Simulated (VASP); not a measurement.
Runs of VASP 6.6.1 on Si. The structure is that of space group Fm-3m (No. 225), or close to it. The cells are those of the table. 

```tsv
task	cell	k mesh	cutoff (eV)	gap on the mesh (eV)	pressure (GPa)
single point	a = 2.816 Å, angles 60.0°, 1 atom	16 × 16 × 16	520	none	-5.5
single point	a = 2.708 Å, angles 60.0°, 1 atom	16 × 16 × 16	520	none	3.5
relaxation of cell and atoms	relaxed from a = 2.769 Å, angles 60.0°, 1 atom	14 × 14 × 14	600	none	0.1
single point	a = 2.630 Å, angles 60.0°, 1 atom	16 × 16 × 16	520	none	13.5
single point	a = 2.745 Å, angles 60.0°, 1 atom	14 × 14 × 14	520	none	(a)
```

Alike in all rows: level RPBE; potentials or basis VASP PAW PBE potentials, release 64 (Si); no spin polarisation; smearing fermi-dirac 0.1 eV.

Task: Fill in the values left out.

Result: (a) -0.4.

Caveats: the PAW data sets were made with another functional, which shifts forces and pressure a little.

A gap of «none» marks levels without a gap at the run's occupations.
